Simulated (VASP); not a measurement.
Here is a VASP 6.6.1 calculation.

File INCAR:

```
SYSTEM = MgAl48N48
ALGO = Normal
EDIFF = 1E-6
ENCUT = 520
GGA = PE
GGA_COMPAT = .False.
ISIF = 2
ISMEAR = -1
ISYM = 0
LASPH = .True.
LCHARG = .False.
LREAL = Auto
LWAVE = .False.
NBANDS = 247
NELM = 120
PREC = Accurate
SIGMA = 0.05
```

File KPOINTS:

```
Automatic mesh
0
Gamma
  1 1 1
  0.25 0.25 0.25
```

The input POSCAR:

```
MgAl48N48
1.0
    9.3414480000      0.0000000000      0.0000000000
    0.0000000000     10.7865750000      0.0000000000
    0.0000000000      0.0000000000      9.9670570000
Al N Mg
48 48 1
Direct
    0.1664350000      0.0814500000      0.2475480000
    0.1664550000      0.0802320000      0.7487600000
    0.0052930000      0.3300530000      0.2400160000
    0.0000370000      0.3326220000      0.7447610000
    0.4988150000      0.0834450000      0.2500520000
    0.5009950000      0.0862860000      0.7492120000
    0.3276140000      0.3302220000      0.2402280000
    0.3330370000      0.3323720000      0.7448610000
    0.1664730000      0.5831400000      0.2528650000
    0.1664010000      0.5839380000      0.7500660000
    0.0000050000      0.8333420000      0.2513970000
    0.9984100000      0.8312450000      0.7501000000
    0.8341300000      0.0833620000      0.2500290000
    0.8320180000      0.0863550000      0.7492010000
    0.6666460000      0.3316420000      0.2464750000
    0.6663470000      0.3458580000      0.7659450000
    0.4987340000      0.5840920000      0.2475180000
    0.5112430000      0.5772980000      0.7664910000
    0.3329090000      0.8333390000      0.2515650000
    0.3346260000      0.8311800000      0.7500270000
    0.8342840000      0.5841760000      0.2474300000
    0.8215620000      0.5775930000      0.7665420000
    0.6663590000      0.8407330000      0.2417870000
    0.6665900000      0.8352910000      0.7457060000
    0.0037500000      0.1630410000      0.4990180000
    0.9993530000      0.1658760000      0.9956590000
    0.3292310000      0.1631870000      0.4990710000
    0.3336420000      0.1659080000      0.9958390000
    0.1661600000      0.4156470000      0.5000760000
    0.1666290000      0.4180500000      0.9936180000
    0.9957450000      0.6641260000      0.5059330000
    0.0038310000      0.6689570000      0.0040120000
    0.6666070000      0.1715910000      0.5039950000
    0.6664550000      0.1618680000      0.0029140000
    0.4787900000      0.4049380000      0.4781310000
    0.5003590000      0.4168680000      0.0031330000
    0.3371000000      0.6642070000      0.5057350000
    0.3290800000      0.6688210000      0.0041090000
    0.1664640000      0.9121290000      0.5006780000
    0.1664710000      0.9172970000      0.9996870000
    0.8544250000      0.4052950000      0.4782730000
    0.8326690000      0.4169070000      0.0029960000
    0.6665170000      0.6907810000      0.4788130000
    0.6664710000      0.6667480000      0.0039710000
    0.4978660000      0.9220950000      0.5005740000
    0.4982680000      0.9161900000      0.9969670000
    0.8351060000      0.9219160000      0.5005570000
    0.8346280000      0.9162830000      0.9969500000
    0.0005220000      0.1641720000      0.1859190000
    0.0017250000      0.1652700000      0.6892880000
    0.3324000000      0.1643330000      0.1861430000
    0.3312270000      0.1650860000      0.6893470000
    0.1665310000      0.4188500000      0.1835670000
    0.1666320000      0.4162700000      0.6900400000
    0.0020010000      0.6675100000      0.1948810000
    0.9940490000      0.6633350000      0.6963750000
    0.6665000000      0.1639050000      0.1935350000
    0.6665310000      0.1737740000      0.6948640000
    0.4978300000      0.4154250000      0.1946840000
    0.4919940000      0.4120530000      0.6704940000
    0.3310800000      0.6674550000      0.1950760000
    0.3389000000      0.6631770000      0.6962890000
    0.1664840000      0.9153110000      0.1909670000
    0.1664930000      0.9132100000      0.6906380000
    0.8353340000      0.4155420000      0.1945290000
    0.8410880000      0.4129450000      0.6708100000
    0.6664800000      0.6700670000      0.1957970000
    0.6667050000      0.6759230000      0.6715200000
    0.4967750000      0.9179780000      0.1875980000
    0.4994480000      0.9194460000      0.6905630000
    0.8359890000      0.9178860000      0.1875740000
    0.8337330000      0.9195210000      0.6906060000
    0.1665330000      0.0771740000      0.4387330000
    0.1665240000      0.0830950000      0.9389030000
    0.0134820000      0.3245990000      0.4281790000
    0.9978480000      0.3339070000      0.9372810000
    0.4993100000      0.0879290000      0.4412760000
    0.4999650000      0.0824450000      0.9395700000
    0.3192370000      0.3248980000      0.4283200000
    0.3353330000      0.3338580000      0.9373520000
    0.1663320000      0.5825340000      0.4446130000
    0.1663950000      0.5846410000      0.9406850000
    0.9973260000      0.8312830000      0.4426790000
    0.0009900000      0.8337130000      0.9408480000
    0.8337690000      0.0877300000      0.4412590000
    0.8329030000      0.0825280000      0.9394970000
    0.6666240000      0.3387580000      0.4390050000
    0.6665210000      0.3282410000      0.9550850000
    0.5050920000      0.5808290000      0.4401720000
    0.4952700000      0.5859490000      0.9557000000
    0.3356800000      0.8314140000      0.4428960000
    0.3319240000      0.8335780000      0.9408460000
    0.8277680000      0.5810830000      0.4400240000
    0.8377220000      0.5860250000      0.9557580000
    0.6663820000      0.8515330000      0.4299760000
    0.6664610000      0.8319430000      0.9388110000
    0.6663710000      0.5014600000      0.5883500000
```

Potentials or basis: VASP PAW PBE potentials, release 64 (Al, N, Mg).

Launch:

```sh
$ cat potpaw_PBE.64/Al/POTCAR potpaw_PBE.64/N/POTCAR potpaw_PBE.64/Mg/POTCAR > POTCAR
$ mpirun -np 1 vasp_std > vasp.out
```

Estimate the largest force.

0.126 eV/Å.

Estimate the band gap on the k mesh.

0.95 eV.

Predict the pressure.

5.8 GPa.

Forces on the atoms (eV/Å):
```
Al   0.012 -0.002 -0.007
Al   0.007 -0.003  0.013
Al   0.001  0.006  0.021
Al  -0.024  0.001  0.012
Al  -0.032  0.020 -0.008
Al   0.009  0.003  0.009
Al   0.013 -0.009  0.011
Al   0.010  0.009 -0.001
Al  -0.002 -0.002  0.001
Al   0.016 -0.005  0.012
Al  -0.002  0.002  0.015
Al   0.005  0.010  0.008
Al   0.028  0.015 -0.012
Al  -0.010  0.004  0.010
Al  -0.003  0.000  0.005
Al   0.011  0.072  0.013
Al   0.007  0.005  0.005
Al   0.064 -0.027  0.037
Al  -0.005  0.006  0.006
Al  -0.001  0.006  0.015
Al   0.003  0.010 -0.005
Al  -0.055 -0.037  0.029
Al   0.007 -0.041  0.020
Al  -0.004 -0.002  0.007
Al  -0.009 -0.002  0.006
Al   0.001  0.007 -0.004
Al   0.009  0.002 -0.002
Al  -0.006 -0.006 -0.009
Al   0.038 -0.005  0.002
Al  -0.014 -0.012 -0.002
Al   0.014  0.029 -0.018
Al  -0.005 -0.004 -0.004
Al  -0.005  0.008  0.016
Al  -0.001  0.008 -0.025
Al  -0.009 -0.006  0.025
Al   0.016  0.004 -0.033
Al  -0.009 -0.009  0.009
Al   0.009  0.007 -0.011
Al  -0.008  0.003  0.007
Al   0.012 -0.001 -0.005
Al  -0.017 -0.018  0.021
Al  -0.004 -0.001 -0.030
Al  -0.007  0.006  0.002
Al  -0.001 -0.011 -0.023
Al   0.004  0.009  0.006
Al   0.009  0.002 -0.011
Al   0.005  0.014  0.003
Al  -0.015  0.000 -0.012
N   -0.001  0.010  0.014
N   -0.002 -0.003 -0.011
N   -0.003 -0.001 -0.003
N    0.002 -0.002 -0.014
N   -0.010  0.005  0.003
N   -0.013  0.003 -0.003
N   -0.014 -0.008  0.006
N    0.020 -0.002 -0.019
N    0.001  0.010  0.004
N    0.000 -0.013 -0.009
N   -0.004  0.008 -0.004
N   -0.097 -0.013  0.019
N    0.001 -0.003 -0.003
N   -0.016  0.006 -0.022
N   -0.001 -0.003 -0.006
N    0.001 -0.008  0.004
N   -0.010 -0.003  0.001
N    0.102 -0.074 -0.005
N   -0.006 -0.011 -0.003
N   -0.016  0.103 -0.002
N    0.024  0.006  0.015
N   -0.012 -0.004  0.011
N   -0.016  0.017  0.013
N   -0.004 -0.008  0.001
N   -0.003 -0.002  0.000
N   -0.003 -0.001 -0.012
N   -0.010  0.029  0.016
N   -0.004  0.002 -0.010
N    0.003 -0.010 -0.018
N    0.003  0.005 -0.008
N    0.006 -0.001  0.014
N   -0.007  0.005 -0.015
N    0.005 -0.003 -0.007
N    0.014  0.001 -0.009
N    0.000 -0.009  0.009
N   -0.003 -0.006  0.002
N   -0.012 -0.004 -0.022
N    0.008 -0.005 -0.003
N    0.011 -0.036 -0.041
N   -0.002 -0.038  0.012
N   -0.036  0.035 -0.024
N   -0.024  0.020  0.023
N   -0.006 -0.022 -0.018
N    0.002 -0.001 -0.001
N    0.053  0.002 -0.017
N    0.001  0.015 -0.001
N    0.005 -0.034  0.003
N    0.003 -0.005 -0.007
Mg   0.005 -0.013  0.023
```
